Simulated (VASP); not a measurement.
# Al (Fm-3m) in VASP: elastic constants with PBEsol

Aim: the elastic constants of Al with PBEsol.

Program: VASP 6.6.1. These are calculated values, not measurements. Logs are shortened: lines on timing, memory, paths and dates and some standing lists are left out, and cuts for length are marked.

## Step 1: The cell of the first run

Symmetry: Fm-3m, No. 225, cubic system. Conventional cell: a = 4.016 Å, b = 4.016 Å, c = 4.016 Å, α = 90.00°, β = 90.00°, γ = 90.00°. Within 3.7 Å of Al (site symmetry m-3m) lie 12 Al at 2.84 Å.

## Step 2: Elastic constants, PBEsol

File INCAR:

```
PREC = Accurate
ENCUT = 600
EDIFF = 1E-8
ISMEAR = -1
SIGMA = 0.15
LREAL = F
LASPH = T
NELM = 60
ALGO = Normal
ISIF = 3
LWAVE = F
LCHARG = F
GGA = PS
IBRION = 6
NFREE = 2
POTIM = 0.015
NSW = 1
```

File KPOINTS:

```
Automatic mesh
0
Gamma
  18 18 18
```

File POSCAR:

```
Al
1.0
    0.0000000000      2.0082222517      2.0082222517
    2.0082222517      0.0000000000      2.0082222517
    2.0082222517      2.0082222517      0.0000000000
Al
1
Direct
    0.0000000000      0.0000000000      0.0000000000
```

Potentials or basis: VASP PAW PBE potentials, release 64 (Al).

Command:

```console
$ cat potpaw_PBE.64/Al/POTCAR > POTCAR
$ mpirun -np 1 vasp_std > vasp.out
```

OUTCAR:

```text
PREC = Accurate
   ENCUT = 600
   EDIFF = 1E-8
   ISMEAR = -1
   LREAL = F
   LASPH = T
   NELM = 60
   ISIF = 3
   GGA = PS
   IBRION = 6
   NFREE = 2
   POTIM = 0.015
   NSW = 1

 ion  position               nearest neighbor table
   1  0.000  0.000  0.000-

  LATTYP: Found a face centered cubic cell.
 ALAT       =     4.0164445034

  Lattice vectors:

 A1 = (   0.0000000000,   2.0082222517,   2.0082222517)
 A2 = (   2.0082222517,   0.0000000000,   2.0082222517)
 A3 = (   2.0082222517,   2.0082222517,   0.0000000000)

Analysis of symmetry for initial positions (statically):
=====================================================================
 Subroutine PRICEL returns:
 Original cell was already a primitive cell.

 Routine SETGRP: Setting up the symmetry group for a
 face centered cubic supercell.

 Subroutine GETGRP returns: Found 48 space group operations
 (whereof 48 operations were pure point group operations)
 out of a pool of 48 trial point group operations.

The static configuration has the point symmetry O_h .

Analysis of symmetry for dynamics (positions and initial velocities):
=====================================================================
 Subroutine PRICEL returns:
 Original cell was already a primitive cell.

 Routine SETGRP: Setting up the symmetry group for a
 face centered cubic supercell.

 Subroutine GETGRP returns: Found 48 space group operations
 (whereof 48 operations were pure point group operations)
 out of a pool of 48 trial point group operations.

The dynamic configuration has the point symmetry O_h .

 Subroutine INISYM returns: Found 48 space group operations
 (whereof 48 operations are pure point group operations),
 and found     1 'primitive' translations

----------------------------------------------------------------------------------------

                                     Primitive cell

  volume of cell :      16.1981

  direct lattice vectors                    reciprocal lattice vectors
     0.000000000  2.008222252  2.008222252    -0.248976427  0.248976427  0.248976427
     2.008222252  0.000000000  2.008222252     0.248976427 -0.248976427  0.248976427
     2.008222252  2.008222252  0.000000000     0.248976427  0.248976427 -0.248976427

  length of vectors
     2.840055145  2.840055145  2.840055145     0.431239821  0.431239821  0.431239821

  position of ions in fractional coordinates (direct lattice)
     0.000000000  0.000000000  0.000000000

  ion indices of the primitive-cell ions
   primitive index   ion index
                 1           1

----------------------------------------------------------------------------------------

 KPOINTS: Automatic mesh

Automatic generation of k-mesh.
 Grid dimensions read from file:
 generate k-points for:   18   18   18

 Generating k-lattice:

  Cartesian coordinates                     Fractional coordinates (reciprocal lattice)
    -0.013832024  0.013832024  0.013832024     0.055555556  0.000000000  0.000000000
     0.013832024 -0.013832024  0.013832024     0.000000000  0.055555556  0.000000000
     0.013832024  0.013832024 -0.013832024     0.000000000  0.000000000  0.055555556

  Length of vectors
     0.023957768  0.023957768  0.023957768

  Shift w.r.t. Gamma in fractional coordinates (k-lattice)
     0.000000000  0.000000000  0.000000000

 Subroutine IBZKPT returns following result:
 ===========================================

 Found    195 irreducible k-points:

 Following reciprocal coordinates:
            Coordinates               Weight
  0.000000  0.000000  0.000000      1.000000
  0.055556  0.000000  0.000000      8.000000
  0.111111  0.000000  0.000000      8.000000
  0.166667  0.000000  0.000000      8.000000
  0.222222  0.000000  0.000000      8.000000
  0.277778  0.000000  0.000000      8.000000
[... 16 lines left out ...]
 -0.277778  0.055556  0.000000     24.000000
 -0.222222  0.055556  0.000000     24.000000
 [... further k-points ...]
   k-points           NKPTS =    195   k-points in BZ     NKDIM =    195   number of bands    NBANDS=      5
   number of dos      NEDOS =    301   number of ions     NIONS =      1
   total plane-waves  NPLWV =  13824
   dimension x,y,z NGX =    24 NGY =   24 NGZ =   24
   dimension x,y,z NGXF=    48 NGYF=   48 NGZF=   48
   ions per type =               1
   NGX,Y,Z   is equivalent  to a cutoff of  14.05, 14.05, 14.05 a.u.
   NGXF,Y,Z  is equivalent  to a cutoff of  28.10, 28.10, 28.10 a.u.
[... 16 lines left out ...]
   ISIF   =      3    stress and relaxation
   ISYM   =      2    0-nonsym 1-usesym 2-fastsym
   POTIM  = 0.0150    time-step for ionic-motion
   TEBEG  =    0.0;   TEEND  =   0.0 temperature during run
   PSTRESS=    0.0 pullay stress
   NELECT =       3.0000    total number of electrons
   NUPDOWN=      -1.0000    fix difference up-down
   EMIN   =  10.00;   EMAX   =-10.00  energy-range for DOS
   EFERMI =   0.00;   METHOD = LEGACY
   ISMEAR =    -1;   SIGMA  =   0.15  broadening in eV -4-tet -1-fermi 0-gaus
   EFERMI_NEDOS =   21; number of points for ismear=-14 and -15
   IALGO  =     38    algorithm
   IMIX   =      4    mixing-type and parameters
     AMIX     =   0.40;   BMIX     =  1.00
     AMIX_MAG =   1.60;   BMIX_MAG =  1.00
  volume/ion in A,a.u.               =      16.20       109.31
  Fermi-wavevector in a.u.,A,eV,Ry     =   0.933169  1.763433 11.848004  0.870804
  Thomas-Fermi vector in A             =   2.059842
   LORBIT       =      0    0 simple, 1 ext, 2 COOP (PROOUT), +10 PAW based schemes
   GGA     = PS    functional components
   LHFCALC =     F    Hartree Fock is set to
   AEXX    =    0.0000 exact exchange contribution
   IVDW    =     0    specifies the selected vdW correction
   LEPSILON=     F    determine dielectric tensor
   LRPA    =     F    only Hartree local field effects (RPA)
 finite differences with symmetry
 non-spin polarized calculation
  energy-cutoff  :      600.00
  volume of cell :       16.20
 maximum number of plane-waves:       556
   NGX = 11   NGY = 11   NGZ = 11

--------------------------------------- Ionic step        1  -------------------------------------------

 number of electron       3.0000000 magnetization

 Free energy of the ion-electron system (eV)
  ---------------------------------------------------
  ext. energy  EPLUGINS =         0.00000000
  ---------------------------------------------------
  free energy    TOTEN  =        -4.10602662 eV

  energy without entropy =       -4.07511762  energy(sigma->0) =       -4.09057212

------------------------ aborting loop because EDIFF is reached ----------------------------------------

  FORCE on cell =-STRESS in cart. coord.  units (eV):
  Direction    XX          YY          ZZ          XY          YZ          ZX
  --------------------------------------------------------------------------------------
  -------------------------------------------------------------------------------------
  Total        0.0055240      0.0055240      0.0055240     -0.0000000      0.0000000     -0.0000000
  in kB        0.5463830      0.5463830      0.5463830     -0.0000000      0.0000000     -0.0000000
  external PRESSURE =       0.5463830 kB  Pullay stress =       0.0000000 kB
[... 86 lines left out ...]
  FREE ENERGIE OF THE ION-ELECTRON SYSTEM (eV)
  ---------------------------------------------------
  free  energy   TOTEN  =        -4.1046162340 eV

  energy  without entropy=       -4.0742427304  energy(sigma->0) =       -4.08942948

[... ionic steps 4 to 12 ...]

--------------------------------------- Ionic step       13  -------------------------------------------

 number of electron       3.0000000 magnetization

------------------------ aborting loop because EDIFF is reached ----------------------------------------
[... 65 lines left out ...]
--------------------------------------- Ionic step       15  -------------------------------------------

 number of electron       3.0000000 magnetization

 Free energy of the ion-electron system (eV)
  ---------------------------------------------------
  ext. energy  EPLUGINS =         0.00000000
  ---------------------------------------------------
  free energy    TOTEN  =        -4.10602662 eV

  energy without entropy =       -4.07511763  energy(sigma->0) =       -4.09057213

 E-fermi :   8.1310     XC(G=0): -10.3243

 val. band max:        8.1197990071   @ k =  -0.2778   0.2778   0.0556
 cond. band min:       8.1426342306   @ k =  -0.4444   0.3333   0.1111
 fundamental gap:      0.0228352235
 Fermi energy:         8.1309799781

 k-point     1 :       0.0000    0.0000    0.0000
  band No.  band energies     occupation
      1      -3.1146      2.00000
      2      20.8406      0.00000
      3      20.8406      0.00000
      4      20.8406      0.00000
      5      22.4726      0.00000
[... 177 lines left out ...]
 k-point    24 :      -0.2222    0.0556    0.0000
  band No.  band energies     occupation
      1      -1.4541      2.00000
      2      12.0191      0.00000
      3      17.5281      0.00000
      4      20.4053      0.00000
      5      22.1632      0.00000

 [... further k-points ...]

------------------------ aborting loop because EDIFF is reached ----------------------------------------

  FORCE on cell =-STRESS in cart. coord.  units (eV):
  Direction    XX          YY          ZZ          XY          YZ          ZX
  --------------------------------------------------------------------------------------
  -------------------------------------------------------------------------------------
  Total        0.0055239      0.0055239      0.0055239      0.0000000      0.0000000     -0.0000000
  in kB        0.5463726      0.5463726      0.5463726      0.0000000      0.0000000     -0.0000000
  external PRESSURE =       0.5463726 kB  Pullay stress =       0.0000000 kB
[... 16 lines left out ...]
  FREE ENERGIE OF THE ION-ELECTRON SYSTEM (eV)
  ---------------------------------------------------
  free  energy   TOTEN  =        -4.1060266226 eV

  energy  without entropy=       -4.0751176287  energy(sigma->0) =       -4.09057213

 INTERNAL STRAIN TENSORS FROM STRAINED CELLS
 ============================================

 INTERNAL STRAIN TENSOR FOR ION    1 for displacements in x,y,z  (eV/Angst):
          X           Y           Z          XY          YZ          ZX
  --------------------------------------------------------------------------------
  x    -0.00000    -0.00000    -0.00000     0.00000     0.00000     0.00000
  y     0.00000    -0.00000    -0.00000     0.00000     0.00000     0.00000
  z     0.00000    -0.00000     0.00000     0.00000    -0.00000     0.00000

 INTERNAL STRAIN TENSORS FROM DISPLACED ATOMS
 ============================================

 INTERNAL STRAIN TENSOR FOR ION    1 for displacements in x,y,z  (eV/Angst):
          X           Y           Z          XY          YZ          ZX
  --------------------------------------------------------------------------------
  x     0.00000     0.00000     0.00000     0.00000     0.00000     0.00000
  y     0.00000     0.00000     0.00000     0.00000     0.00000     0.00000
  z     0.00000     0.00000     0.00000     0.00000     0.00000     0.00000

 Eigenvectors and eigenvalues of the dynamical matrix
 ----------------------------------------------------

   1 f  =    0.000000 THz     0.000000 2PiTHz    0.000000 cm-1     0.000000 meV
             X         Y         Z           dx          dy          dz
      0.000000  0.000000  0.000000     0.514496    0.857493    0.000000

   2 f  =    0.000000 THz     0.000000 2PiTHz    0.000000 cm-1     0.000000 meV
             X         Y         Z           dx          dy          dz
      0.000000  0.000000  0.000000     0.857493   -0.514496    0.000000

   3 f  =    0.000000 THz     0.000000 2PiTHz    0.000000 cm-1     0.000000 meV
             X         Y         Z           dx          dy          dz
      0.000000  0.000000  0.000000     0.000000    0.000000    1.000000

--------------------------------------------------------------------------------------------------------

 ELASTIC MODULI CONTR FROM IONIC RELAXATION (kBar)
 Direction    XX          YY          ZZ          XY          YZ          ZX
 --------------------------------------------------------------------------------
 XX           0.0000      0.0000      0.0000      0.0000      0.0000      0.0000
 YY           0.0000      0.0000      0.0000      0.0000      0.0000      0.0000
 ZZ           0.0000      0.0000      0.0000      0.0000      0.0000      0.0000
 XY           0.0000      0.0000      0.0000      0.0000      0.0000      0.0000
 YZ           0.0000      0.0000      0.0000      0.0000      0.0000      0.0000
 ZX           0.0000      0.0000      0.0000      0.0000      0.0000      0.0000
 --------------------------------------------------------------------------------

 TOTAL ELASTIC MODULI (kBar)
 Direction    XX          YY          ZZ          XY          YZ          ZX
 --------------------------------------------------------------------------------
 XX        1117.0971    676.3518    676.3518      0.0000      0.0000     -0.0000
 YY         676.3518   1117.0971    676.3518      0.0000     -0.0000      0.0000
 ZZ         676.3518    676.3518   1117.0971      0.0000      0.0000      0.0000
 XY           0.0000      0.0000      0.0000    299.0387      0.0000      0.0000
 YZ           0.0000     -0.0000      0.0000      0.0000    299.0387      0.0000
 ZX          -0.0000      0.0000      0.0000      0.0000      0.0000    299.0387
 --------------------------------------------------------------------------------
```

It took 5.9 min on 1 thread of Intel Xeon Platinum 8488C (Sapphire Rapids), shared host; peak memory 0.37 GiB.

Results:

- Elastic constants C11, C12, C44: 112, 68, 30 GPa
- Voigt bulk modulus: 82 GPa

Elastic tensor in Voigt notation (GPa, in the Cartesian axes of the cell as first typed):
```
112  68  68   0   0   0
 68 112  68   0   0   0
 68  68 112   0   0   0
  0   0   0  30   0   0
  0   0   0   0  30   0
  0   0   0   0   0  30
```

Clamped-ion elastic tensor (GPa):
```
112  68  68   0   0   0
 68 112  68   0   0   0
 68  68 112   0   0   0
  0   0   0  30   0   0
  0   0   0   0  30   0
  0   0   0   0   0  30
```

Caveat: the PAW data sets were made with another functional, which shifts forces and pressure a little.
